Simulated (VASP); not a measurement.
# BiS (Pm-3m) in VASP: further runs

The runs below take BiS through single point, with PBE.

Program: VASP 6.6.1. These are calculated values, not measurements. Logs are shortened: lines on timing, memory, paths and dates and some standing lists are left out, and cuts for length are marked.

## Step 1: The cell of the first run

Symmetry: Pm-3m, No. 221, cubic system. The conventional cell has a = 3.584 Å, b = 3.584 Å, c = 3.584 Å, α = 90.00°, β = 90.00°, γ = 90.00°. Bi (site symmetry m-3m) has 8 S at 3.10 Å and 6 Bi at 3.58 Å within 4.1 Å. Within 4.1 Å of S (site symmetry m-3m) lie 8 Bi at 3.10 Å and 6 S at 3.58 Å.

The cell was built from a structure type or drawn by symmetry, and may not be a known phase.

## Step 2: Single point, PBE

Input file INCAR:

```
SYSTEM = BiS
  PREC = Accurate
  ENCUT = 520
  EDIFF = 1E-6
  ISMEAR = 0
  SIGMA = 0.1
  LREAL = .FALSE.
  LASPH = .TRUE.
  NELM = 60
  ALGO = Normal
  ISIF = 2
  LWAVE = .FALSE.
  LCHARG = .FALSE.
  GGA = PE
  NBANDS = 18
```

Input file KPOINTS:

```
regular mesh
0
G
  4 4 4
  0 0 0
```

Input file POSCAR:

```
BiS
1.0
    3.5840968716      0.0000000000      0.0000000000
    0.0000000000      3.5840968716      0.0000000000
    0.0000000000      0.0000000000      3.5840968716
Bi S
1 1
Direct
    0.5000000000      0.5000000000      0.5000000000
    0.0000000000      0.0000000000      0.0000000000
```

Potentials or basis: VASP PAW PBE potentials, release 64 (Bi_d, S).

Command:

```
$ cat potpaw_PBE.64/Bi_d/POTCAR potpaw_PBE.64/S/POTCAR > POTCAR
$ mpirun -np 1 vasp_std > vasp.out
```

OUTCAR:

```text
SYSTEM = BiS
   PREC = Accurate
   ENCUT = 520
   EDIFF = 1E-6
   ISMEAR = 0
   LREAL = .FALSE.
   LASPH = .TRUE.
   NELM = 60
   ISIF = 2
   GGA = PE

 ion  position               nearest neighbor table
   1  0.500  0.500  0.500-   2 3.10   2 3.10   2 3.10   2 3.10   2 3.10   2 3.10   2 3.10   2 3.10

   2  0.000  0.000  0.000-   1 3.10   1 3.10   1 3.10   1 3.10   1 3.10   1 3.10   1 3.10   1 3.10

  LATTYP: Found a simple cubic cell.
 ALAT       =     3.5840968716

  Lattice vectors:

 A1 = (   3.5840968716,   0.0000000000,   0.0000000000)
 A2 = (   0.0000000000,   3.5840968716,   0.0000000000)
 A3 = (   0.0000000000,   0.0000000000,   3.5840968716)

Analysis of symmetry for initial positions (statically):
=====================================================================
 Subroutine PRICEL returns:
 Original cell was already a primitive cell.

 Routine SETGRP: Setting up the symmetry group for a
 simple cubic supercell.

 Subroutine GETGRP returns: Found 48 space group operations
 (whereof 48 operations were pure point group operations)
 out of a pool of 48 trial point group operations.

The static configuration has the point symmetry O_h .

Analysis of symmetry for dynamics (positions and initial velocities):
=====================================================================
 Subroutine PRICEL returns:
 Original cell was already a primitive cell.

 Routine SETGRP: Setting up the symmetry group for a
 simple cubic supercell.

 Subroutine GETGRP returns: Found 48 space group operations
 (whereof 48 operations were pure point group operations)
 out of a pool of 48 trial point group operations.

The dynamic configuration has the point symmetry O_h .

 Subroutine INISYM returns: Found 48 space group operations
 (whereof 48 operations are pure point group operations),
 and found     1 'primitive' translations

----------------------------------------------------------------------------------------

                                     Primitive cell

  volume of cell :      46.0404

  direct lattice vectors                    reciprocal lattice vectors
     3.584096872  0.000000000  0.000000000     0.279010316  0.000000000  0.000000000
     0.000000000  3.584096872  0.000000000     0.000000000  0.279010316  0.000000000
     0.000000000  0.000000000  3.584096872     0.000000000  0.000000000  0.279010316

  length of vectors
     3.584096872  3.584096872  3.584096872     0.279010316  0.279010316  0.279010316

  position of ions in fractional coordinates (direct lattice)
     0.500000000  0.500000000  0.500000000
     0.000000000  0.000000000  0.000000000

  ion indices of the primitive-cell ions
   primitive index   ion index
                 1           1
                 2           2

----------------------------------------------------------------------------------------

 KPOINTS: regular mesh

Automatic generation of k-mesh.
 Grid dimensions read from file:
 generate k-points for:    4    4    4

 Generating k-lattice:

  Cartesian coordinates                     Fractional coordinates (reciprocal lattice)
     0.069752579  0.000000000  0.000000000     0.250000000  0.000000000  0.000000000
     0.000000000  0.069752579  0.000000000     0.000000000  0.250000000  0.000000000
     0.000000000  0.000000000  0.069752579     0.000000000  0.000000000  0.250000000

  Length of vectors
     0.069752579  0.069752579  0.069752579

  Shift w.r.t. Gamma in fractional coordinates (k-lattice)
     0.000000000  0.000000000  0.000000000

 Subroutine IBZKPT returns following result:
 ===========================================

 Found     10 irreducible k-points:

 Following reciprocal coordinates:
            Coordinates               Weight
  0.000000  0.000000  0.000000      1.000000
  0.250000  0.000000  0.000000      6.000000
  0.500000  0.000000  0.000000      3.000000
  0.250000  0.250000  0.000000     12.000000
  0.500000  0.250000  0.000000     12.000000
  0.500000  0.500000  0.000000      3.000000
  0.250000  0.250000  0.250000      8.000000
  0.500000  0.250000  0.250000     12.000000
  0.500000  0.500000  0.250000      6.000000
  0.500000  0.500000  0.500000      1.000000
   k-points           NKPTS =     10   k-points in BZ     NKDIM =     10   number of bands    NBANDS=     18
   number of dos      NEDOS =    301   number of ions     NIONS =      2
   total plane-waves  NPLWV =  21952
   dimension x,y,z NGX =    28 NGY =   28 NGZ =   28
   dimension x,y,z NGXF=    56 NGYF=   56 NGZF=   56
   ions per type =               1   1
   NGX,Y,Z   is equivalent  to a cutoff of  12.99, 12.99, 12.99 a.u.
   NGXF,Y,Z  is equivalent  to a cutoff of  25.98, 25.98, 25.98 a.u.
 SYSTEM =  BiS
   PREC   = accura    normal or accurate (medium, high low for compatibility)
   ISTART =      0    job   : 0-new  1-cont  2-samecut
   ICHARG =      2    charge: 1-file 2-atom 10-const
   ISPIN  =      1    spin polarized calculation?
   LNONCOLLINEAR =      F non collinear calculations
   LSORBIT =      F    spin-orbit coupling
   LASPH  =      T    aspherical Exc in radial PAW
   ENCUT  =  520.0 eV  38.22 Ry    6.18 a.u.   6.66  6.66  6.66*2*pi/ulx,y,z
   NELM   =     60;   NELMIN=  2; NELMDL= -5     # of ELM steps
   EDIFF  = 0.1E-05   stopping-criterion for ELM
   LREAL  =      F    real-space projection
   EDIFFG = 0.1E-04   stopping-criterion for IOM
   NSW    =      0    number of steps for IOM
   IBRION =     -1    ionic relax: 0-MD 1-quasi-New 2-CG
   NFREE  =      0    steps in history (QN), initial steepest desc. (CG)
   ISIF   =      2    stress and relaxation
   ISYM   =      2    0-nonsym 1-usesym 2-fastsym
   POTIM  = 0.5000    time-step for ionic-motion
   TEBEG  =    0.0;   TEEND  =   0.0 temperature during run
   PSTRESS=    0.0 pullay stress
   NELECT =      21.0000    total number of electrons
   NUPDOWN=      -1.0000    fix difference up-down
   EMIN   =  10.00;   EMAX   =-10.00  energy-range for DOS
   EFERMI =   0.00;   METHOD = LEGACY
   ISMEAR =     0;   SIGMA  =   0.10  broadening in eV -4-tet -1-fermi 0-gaus
   EFERMI_NEDOS =   21; number of points for ismear=-14 and -15
   IALGO  =     38    algorithm
   IMIX   =      4    mixing-type and parameters
     AMIX     =   0.40;   BMIX     =  1.00
     AMIX_MAG =   1.60;   BMIX_MAG =  1.00
  volume/ion in A,a.u.               =      23.02       155.35
  Fermi-wavevector in a.u.,A,eV,Ry     =   1.260187  2.381407 21.607008  1.588070
  Thomas-Fermi vector in A             =   2.393709
   LORBIT       =      0    0 simple, 1 ext, 2 COOP (PROOUT), +10 PAW based schemes
   GGA     = PE    functional components
   LHFCALC =     F    Hartree Fock is set to
   AEXX    =    0.0000 exact exchange contribution
   IVDW    =     0    specifies the selected vdW correction
   LEPSILON=     F    determine dielectric tensor
   LRPA    =     F    only Hartree local field effects (RPA)
 non-spin polarized calculation
 Gauss-broadening in eV      SIGMA  =   0.10
  energy-cutoff  :      520.00
  volume of cell :       46.04
 maximum number of plane-waves:      1250
 NGX is ok and might be reduce to    28
   NGX = 13   NGY = 13   NGZ = 13

 number of electron      20.9999995 magnetization

 Free energy of the ion-electron system (eV)
  ---------------------------------------------------
  ext. energy  EPLUGINS =         0.00000000
  ---------------------------------------------------
  free energy    TOTEN  =        -7.98457125 eV

  energy without entropy =       -7.96618365  energy(sigma->0) =       -7.97537745

 E-fermi :   8.1814     XC(G=0): -10.6491

 val. band max:        7.8717574953   @ k =   0.5000   0.5000   0.2500
 cond. band min:       8.1914226135   @ k =   0.2500   0.2500   0.0000
 fundamental gap:      0.3196651182
 Fermi energy:         8.1813840120

 k-point     1 :       0.0000    0.0000    0.0000
  band No.  band energies     occupation
      1     -15.3540      2.00000
      2     -15.3540      2.00000
      3     -15.2177      2.00000
      4     -15.2177      2.00000
      5     -15.2177      2.00000
      6      -6.9710      2.00000
[... 10 lines left out ...]
     17      19.7600      0.00000
     18      19.7600      0.00000

 k-point     2 :       0.2500    0.0000    0.0000
  band No.  band energies     occupation
      1     -15.3515      2.00000
      2     -15.3001      2.00000
      3     -15.2348      2.00000
      4     -15.2348      2.00000
      5     -15.2161      2.00000
      6      -6.3497      2.00000
[... 10 lines left out ...]
     17      19.5767      0.00000
     18      19.5945      0.00000

 k-point     3 :       0.5000    0.0000    0.0000
  band No.  band energies     occupation
      1     -15.3490      2.00000
      2     -15.2518      2.00000
      3     -15.2518      2.00000
      4     -15.2463      2.00000
      5     -15.2145      2.00000
      6      -5.0613      2.00000
[... 10 lines left out ...]
     17      20.6480      0.00000
     18      21.1795      0.00000

 k-point     4 :       0.2500    0.2500    0.0000
  band No.  band energies     occupation
      1     -15.3242      2.00000
      2     -15.2703      2.00000
      3     -15.2562      2.00000
      4     -15.2333      2.00000
      5     -15.2323      2.00000
      6      -5.7677      2.00000
[... 10 lines left out ...]
     17      17.2791      0.00000
     18      20.4794      0.00000

 k-point     5 :       0.5000    0.2500    0.0000
  band No.  band energies     occupation
      1     -15.3153      2.00000
      2     -15.2774      2.00000
      3     -15.2493      2.00000
      4     -15.2307      2.00000
      5     -15.2218      2.00000
      6      -4.6967      2.00000
[... 10 lines left out ...]
     17      18.4351      0.00000
     18      19.0655      0.00000

 k-point     6 :       0.5000    0.5000    0.0000
  band No.  band energies     occupation
      1     -15.3026      2.00000
      2     -15.2960      2.00000
      3     -15.2468      2.00000
      4     -15.2468      2.00000
      5     -15.1829      2.00000
      6      -4.2488      2.00000
[... 10 lines left out ...]
     17      16.2326      0.00000
     18      21.8330      0.00000

 k-point     7 :       0.2500    0.2500    0.2500
  band No.  band energies     occupation
      1     -15.2686      2.00000
      2     -15.2686      2.00000
      3     -15.2556      2.00000
      4     -15.2513      2.00000
      5     -15.2513      2.00000
      6      -5.2461      2.00000
[... 10 lines left out ...]
     17      19.9063      0.00000
     18      19.9063      0.00000

 k-point     8 :       0.5000    0.2500    0.2500
  band No.  band energies     occupation
      1     -15.2750      2.00000
      2     -15.2706      2.00000
      3     -15.2665      2.00000
      4     -15.2496      2.00000
      5     -15.2124      2.00000
      6      -4.4113      2.00000
[... 10 lines left out ...]
     17      20.5381      0.00000
     18      22.1458      0.00000

 k-point     9 :       0.5000    0.5000    0.2500
  band No.  band energies     occupation
      1     -15.2960      2.00000
      2     -15.2682      2.00000
      3     -15.2682      2.00000
      4     -15.2386      2.00000
      5     -15.1819      2.00000
      6      -4.0775      2.00000
[... 10 lines left out ...]
     17      20.9780      0.00000
     18      23.1505      0.00000

 k-point    10 :       0.5000    0.5000    0.5000
  band No.  band energies     occupation
      1     -15.2894      2.00000
      2     -15.2894      2.00000
      3     -15.2894      2.00000
      4     -15.1809      2.00000
      5     -15.1809      2.00000
      6      -3.8872      2.00000
[... 10 lines left out ...]
     17      23.8076      0.00000
     18      23.9490      0.00000

------------------------ aborting loop because EDIFF is reached ----------------------------------------

  FORCE on cell =-STRESS in cart. coord.  units (eV):
  Direction    XX          YY          ZZ          XY          YZ          ZX
  --------------------------------------------------------------------------------------
  -------------------------------------------------------------------------------------
  Total        0.0828771      0.0828771      0.0828771      0.0000000      0.0000000     -0.0000000
  in kB        2.8840696      2.8840696      2.8840696      0.0000000      0.0000000     -0.0000000
  external PRESSURE =       2.8840696 kB  Pullay stress =       0.0000000 kB

 VOLUME and BASIS-vectors are now :
 -----------------------------------------------------------------------------
  energy-cutoff  :      520.00
  volume of cell :       46.04
      direct lattice vectors                 reciprocal lattice vectors
     3.584096872  0.000000000  0.000000000     0.279010316  0.000000000  0.000000000
     0.000000000  3.584096872  0.000000000     0.000000000  0.279010316  0.000000000
     0.000000000  0.000000000  3.584096872     0.000000000  0.000000000  0.279010316

 POSITION                                       TOTAL-FORCE (eV/Angst)
 -----------------------------------------------------------------------------------
      1.79205      1.79205      1.79205         0.000000      0.000000      0.000000
      0.00000      0.00000      0.00000         0.000000      0.000000      0.000000
 -----------------------------------------------------------------------------------
    total drift:                                0.000000      0.000000      0.000000

  FREE ENERGIE OF THE ION-ELECTRON SYSTEM (eV)
  ---------------------------------------------------
  free  energy   TOTEN  =        -7.9845712470 eV

  energy  without entropy=       -7.9661836473  energy(sigma->0) =       -7.97537745
```

It took 5.6 s on 1 thread of Intel Xeon 6975P-C (Granite Rapids), shared host; peak memory 0.15 GiB.

What came out:

* Free energy: -7.9846 eV
* Pressure: 0.3 GPa
* Band gap on the k mesh: zero (an odd number of electrons rules out a gap without spin polarisation)

Caveat: the k points lie up to 0.44 Å⁻¹ apart, too coarse for converged energies and pressures of a metal; spin-orbit coupling is left out, which moves the levels of the heavy elements.

## Step 3: Single point, PBE

This run uses another cell than the first one, of 32.07 Å³/atom.

Input file INCAR:

```
  PREC = Accurate
  ENCUT = 520
  EDIFF = 1E-6
  ISMEAR = 0
  SIGMA = 0.1
  LREAL = False
  LASPH = True
  NELM = 80
  ALGO = Normal
  ISIF = 2
  LWAVE = False
  LCHARG = True
  GGA = PE
  LELF = True
  LVHAR = True
  NBANDS = 18
```

Input file KPOINTS:

```
Automatic mesh
0
Gamma
  4 4 4
```

Input file POSCAR:

```
BiS
1.0
    4.0029443400      0.0000000000      0.0000000000
    0.0000000000      4.0029443400      0.0000000000
    0.0000000000      0.0000000000      4.0029443400
Bi S
1 1
Direct
    0.5000000000      0.5000000000      0.5000000000
    0.0000000000      0.0000000000      0.0000000000
```

Potentials or basis: VASP PAW PBE potentials, release 64 (Bi_d, S).

Command:

```
$ cat potpaw_PBE.64/Bi_d/POTCAR potpaw_PBE.64/S/POTCAR > POTCAR
$ mpirun -np 1 vasp_std > vasp.out
```

Run time: 8 s. Hardware: 1 thread of Intel Xeon 6975P-C (Granite Rapids), shared host; peak memory 0.16 GiB.

Results (log left out):

```
Free energy            : -7.1386 eV
Pressure               : -11.2 GPa
Band gap on the k mesh : zero (an odd number of electrons rules out a gap without spin polarisation)
```

Levels at points of the mesh, in eV from the Fermi level:
```
           k point  band 7  band 8  band 9  band 10  band 11  band 12  band 13  band 14
(0.00, 0.00, 0.00)   -9.79   -1.98   -1.98    -1.98     2.77     2.77     2.77     4.76
(0.50, 0.00, 0.00)  -10.90   -1.73   -1.41    -1.11    -1.11     1.37     1.37     6.59
(0.50, 0.50, 0.00)  -10.33   -4.05   -4.05    -0.92     1.67     1.67     2.16     5.81
(0.50, 0.50, 0.50)   -9.86   -2.39   -2.39    -2.39    -1.48    -1.48    -1.48    10.16
```

Caveat: the k points lie up to 0.39 Å⁻¹ apart, too coarse for converged energies and pressures of a metal; spin-orbit coupling is left out, which moves the levels of the heavy elements.
